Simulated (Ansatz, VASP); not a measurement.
# One calculation of Al2GaSb3, two programs

```
CELL_PARAMETERS angstrom
4.38590 0.00000 0.00000
-2.19295 3.79830 0.00000
0.00000 0.00000 21.67245
ATOMIC_POSITIONS crystal
Al 0.00000 0.00000 0.16679
Al 0.66667 0.33333 0.99988
Al 0.66667 0.33333 0.33353
Al 0.66667 0.33333 0.66661
Ga 0.00000 0.00000 0.50043
Ga 0.00000 0.00000 0.83364
Sb 0.00000 0.00000 0.29155
Sb 0.00000 0.00000 0.62494
Sb 0.00000 0.00000 0.95815
Sb 0.66667 0.33333 0.12473
Sb 0.66667 0.33333 0.45839
Sb 0.66667 0.33333 0.79156
```

Alike in both runs: functional PBE; k mesh 12 × 12 × 2; occupations gaussian, width 0.01 eV; no spin polarisation.

Ansatz relaxed the structure, and its values are those at the end. VASP's run is a single point on that final structure, the one shown.

|  | VASP | Ansatz |
| --- | --- | --- |
| version | VASP 6.6.1 | Ansatz 0.2.0 |
| potentials or method | VASP PAW PBE potentials, release 64 (Al, Ga_d, Sb), cutoff 520 eV | scalar-relativistic, plane waves, PAW |
| valence electrons in the cell | 68 | 128 |

Ansatz gave:

| Quantity | Value |
| --- | --- |
| gap on the k mesh at the Fermi level (eV) | 0.26 |
| least direct gap on the mesh (eV) | 0.26 |
| pressure (GPa) | 0.0 |
| rms of the force components (eV/Å) | 0.000 |

**Question.** Estimate VASP's values.

**Answer.** gap on the k mesh at the Fermi level (eV): 0.25; least direct gap on the mesh (eV): 0.25; pressure (GPa): 0.1; rms of the force components (eV/Å): 0.003.

With one functional, cell and mesh, what is left measures potentials, basis and numerics. VASP's potentials hold 68 valence electrons a cell and Ansatz's 128, so a difference there can come from the potentials and not from the codes.

Spin-orbit coupling is off throughout.
